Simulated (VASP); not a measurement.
Here is a VASP 6.6.1 calculation.

File INCAR:

```
  ALGO = Normal
  EDIFF = 1E-7
  ENCUT = 520
  GGA = RE
  ISIF = 2
  ISMEAR = 0
  LASPH = T
  LCHARG = F
  LREAL = F
  LWAVE = F
  NBANDS = 15
  NELM = 100
  PREC = Accurate
  SIGMA = 0.1
```

The input KPOINTS:

```
k-points
0
Gamma
  6 6 6
```

Contents of POSCAR:

```
KF
1.0
    0.0000000000      2.6544134050      2.6544134050
    2.6544134050      0.0000000000      2.6544134050
    2.6544134050      2.6544134050      0.0000000000
K F
1 1
Direct
    0.0000000000      0.0000000000      0.0000000000
    0.5000000000      0.5000000000      0.5000000000
```

Potentials or basis: VASP PAW PBE potentials, release 64 (K_sv, F).

Launch:

```console
$ cat potpaw_PBE.64/K_sv/POTCAR potpaw_PBE.64/F/POTCAR > POTCAR
$ mpirun -np 1 vasp_std > vasp.out
```

(1) Estimate the pressure.

(2) Predict the band gap on the k mesh.

Answers

(1) 4.4 GPa.

(2) 6.58 eV, direct.

Caveat: the PAW data sets were made with another functional, which shifts forces and pressure a little.
